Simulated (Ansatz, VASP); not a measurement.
One calculation of Mg3SiO, two programs

Contents of INCAR:

```
ALGO = Normal
EDIFF = 1E-7
ENCUT = 520
GGA = PE
ISIF = 2
ISMEAR = -1
LASPH = T
LCHARG = F
LREAL = F
LWAVE = F
NBANDS = 16
NELM = 100
PREC = Accurate
SIGMA = 0.02
```

Contents of KPOINTS:

```
k-points
0
Gamma
  6 6 6
```

POSCAR

```
Mg3SiO
1.0
    4.1836345404      0.0000000000      0.0000000000
    0.0000000000      4.1836345404      0.0000000000
    0.0000000000      0.0000000000      4.1836345404
Si O Mg
1 1 3
Direct
    0.0000000000      0.0000000000      0.0000000000
    0.5000000000      0.5000000000      0.5000000000
    0.5000000000      0.5000000000      0.0000000000
    0.5000000000      0.0000000000      0.5000000000
    0.0000000000      0.5000000000      0.5000000000
```

Input for Ansatz:

```yaml
crystal:
  lattice:
    - [4.1836345404, 0.0, 0.0]
    - [0.0, 4.1836345404, 0.0]
    - [0.0, 0.0, 4.1836345404]
  atoms:
    - { symbol: Si, position: [0.0, 0.0, 0.0] }
    - { symbol: O, position: [0.5, 0.5, 0.5] }
    - { symbol: Mg, position: [0.5, 0.5, 0.0] }
    - { symbol: Mg, position: [0.5, 0.0, 0.5] }
    - { symbol: Mg, position: [0.0, 0.5, 0.5] }
kpoints:
  mp_grid: { grid: [6, 6, 6] }
  band_path:
    path:
      - [[0.0, 0.0, 0.0], [1.371974472519e-51, 0.5, 2.869760216775e-69], [0.5, 0.5, 3.068990094257e-35], [0.0, 0.0, 0.0], [0.5, 0.5, 0.5], [1.371974472519e-51, 0.5, 2.869760216775e-69]]
      - [[0.5, 0.5, 0.5], [0.5, 0.5, 3.068990094257e-35]]
    npoints: 10
hamiltonian:
  xc: pbe
scf:
  occupations: { method: fermi_dirac, width: 0.02 }
  n_extra_bands: 5
output:
  forces: true
  stress: true
  eigenvalues: true
```

Alike in both runs: task single point; functional PBE; k mesh 6 × 6 × 6; occupations fermi-dirac, width 0.02 eV; no spin polarisation.

```csv
,VASP,Ansatz
version,VASP 6.6.1,Ansatz 0.2.0
potentials or method,"VASP PAW PBE potentials, release 64 (Si, O, Mg)","plane waves, PAW"
plane-wave cutoff (eV),520,420
valence electrons in the cell,16,40
```

VASP gave:

| Item | Value |
| --- | --- |
| pressure (GPa) | 1.9 |

Problem. Which values does Ansatz return?

Solution. Pressure (GPa): 2.3.

VASP's potentials hold 16 valence electrons a cell and Ansatz's 40, so a difference there can come from the potentials and not from the codes.
